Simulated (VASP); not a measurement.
The system is MgS.

```xyz
4
Lattice="3.9539 0.0000 0.0000 -1.9770 3.4242 0.0000 0.0000 0.0000 6.4323" Properties=species:S:1:pos:R:3 pbc="T T T"
S     1.9770    1.1414    5.6556
S     0.0000    2.2828    2.4394
Mg    0.0000    2.2828    6.4050
Mg    1.9770    1.1414    3.1888
```

| Item | Value |
| --- | --- |
| Program | VASP 6.6.1 |
| Task | relaxation of the atoms |
| Functional | PBEsol |
| Potentials or basis | VASP PAW PBE potentials, release 64 (S, Mg) |
| Cutoff | 520 eV |
| k mesh | 7 × 7 × 4 |
| Occupations | fermi-dirac, width 0.05 eV |
| Spin | no spin polarisation |

At the start: pressure 2.2 GPa; volume 21.77 Å³/atom.

**Question.** How do energy, volume and symmetry change on relaxing?

**Answer.** Over 3 steps the energy falls by 2.0 meV/atom at a fixed cell; space group P6_3mc (No. 186, to 0.1 Å) before and after.

The path:
| step | energy change (eV) | largest force (eV/Å) | pressure (GPa) |
| --- | --- | --- | --- |
| 1 | 0.0000 | 0.2062 | 2.19 |
| 2 | -0.0062 | 0.1043 | 2.16 |
| 3 | -0.0082 | 0.0001 | 2.14 |

Final structure:
```cif
data_structure
_symmetry_space_group_name_H-M 'P 1'
_symmetry_Int_Tables_number 1
_cell_length_a 3.9539
_cell_length_b 3.9539
_cell_length_c 6.4323
_cell_angle_alpha 90.000
_cell_angle_beta 90.000
_cell_angle_gamma 120.000
_cell_volume 87.09
loop_
_atom_site_label
_atom_site_type_symbol
_atom_site_fract_x
_atom_site_fract_y
_atom_site_fract_z
_atom_site_occupancy
S1 S 0.66667 0.33333 0.87625 1
S2 S 0.33333 0.66667 0.37625 1
Mg1 Mg 0.33333 0.66667 0.99875 1
Mg2 Mg 0.66667 0.33333 0.49875 1
```

Caveat: the PAW data sets were made with another functional, which shifts forces and pressure a little.
